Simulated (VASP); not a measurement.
The system is Ge.

```xyz
12
Lattice="6.5656 0.0000 0.0000 0.0000 6.5656 0.0000 0.0000 0.0000 6.5791" Properties=species:S:1:pos:R:3 pbc="T T T"
Ge    4.1219    4.1219    4.1119
Ge    2.4437    2.4437    0.8224
Ge    2.4437    4.1219    2.4671
Ge    4.1219    2.4437    5.7567
Ge    1.0471    3.8191    5.9893
Ge    5.5185    2.7465    2.6997
Ge    2.7465    1.0471    4.3445
Ge    3.8191    5.5185    1.0550
Ge    5.5185    3.8191    0.5898
Ge    1.0471    2.7465    3.8793
Ge    3.8191    1.0471    2.2346
Ge    2.7465    5.5185    5.5241
```

The cell was generated, and may not be a known phase.

```yaml
Program: VASP 6.6.1
Task: relaxation of cell and atoms
Functional: PBE
Potentials_or_basis: VASP PAW PBE potentials, release 64 (Ge_d)
Cutoff: 500 eV
k_mesh: 4 × 4 × 4
Occupations: gaussian, width 0.1 eV
Spin: no spin polarisation
```

At the start: pressure 11.5 GPa; volume 23.63 Å³/atom.

Problem. How do energy, volume and symmetry change on relaxing?

Solution. Over 9 steps the energy falls by 138.3 meV/atom and the volume is 27.96 Å³/atom (+18.3 %); space group P4_322 (No. 95, to 0.1 Å) before and after.

Step by step:
| step | energy change (eV) | largest force (eV/Å) | pressure (GPa) | volume (Å³) |
| --- | --- | --- | --- | --- |
| 1 | 0.0000 | 1.2322 | 11.48 | 283.60 |
| 2 | -1.3212 | 0.4835 | -2.83 | 358.93 |
| 3 | -1.6318 | 0.2080 | 0.25 | 331.33 |
| 4 | -1.6317 | 0.2182 | 0.10 | 332.34 |
| 5 | -1.6504 | 0.1211 | -0.04 | 334.22 |
| 6 | -1.6510 | 0.1223 | -0.06 | 334.61 |
| 7 | -1.6544 | 0.0865 | 0.04 | 334.32 |
| 8 | -1.6569 | 0.0317 | 0.23 | 333.82 |
| 9 | -1.6591 | 0.0112 | 0.06 | 335.52 |

Final structure:
```
Ge
1.0
     6.95716    0.00000    0.00000
     0.00000    6.95716    0.00000
     0.00000    0.00000    6.93187
Ge
12
Direct
  0.62939 0.62939 0.62500
  0.37061 0.37061 0.12500
  0.37061 0.62939 0.37500
  0.62939 0.37061 0.87500
  0.15686 0.58260 0.91094
  0.84314 0.41740 0.41094
  0.41740 0.15686 0.66094
  0.58260 0.84314 0.16094
  0.84314 0.58260 0.08906
  0.15686 0.41740 0.58906
  0.58260 0.15686 0.33906
  0.41740 0.84314 0.83906
```

Caveat: the volume moved by over 15 % at a fixed basis, so the end points are rough.
